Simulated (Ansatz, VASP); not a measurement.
**Two plane-wave programs on SrCl2**

```
Sr Cl
1.0
     0.00000    3.48550    3.48550
     3.48550    0.00000    3.48550
     3.48550    3.48550    0.00000
Sr Cl
1 2
Direct
  0.01552 0.97342 0.02658
  0.23082 0.28285 0.21715
  0.73082 0.78285 0.71715
```

Change from the starting cell: mode 4 (130.3 1/cm) frozen in, largest displacement +0.188 Å.

Alike in both runs: task single point; functional PBEsol; k mesh 6 × 6 × 6; occupations gaussian, width 0.05 eV; no spin polarisation.

|  | VASP | Ansatz |
| --- | --- | --- |
| version | VASP 6.6.1 | Ansatz 0.2.0 |
| potentials or method | VASP PAW PBE potentials, release 64 (Sr_sv, Cl), cutoff 520 eV | scalar-relativistic, plane waves, PAW |
| valence electrons in the cell | 24 | 24 |

```tsv
	VASP	Ansatz	Ansatz less VASP
gap on the k mesh at the Fermi level (eV)	5.06	5.06	+0.004
least direct gap on the mesh (eV)	5.34	5.33	-0.004
pressure (GPa)	0.5	0.4	-0.14
traceless stress, the component that is largest in VASP (GPa)	-0.66	-0.65	+0.015
rms of the force components (eV/Å)	0.387	0.376	-0.0108
```

VASP's potentials were made for PBE, not for PBEsol. Atom by atom the forces differ by 0.011 eV/Å (rms over components).
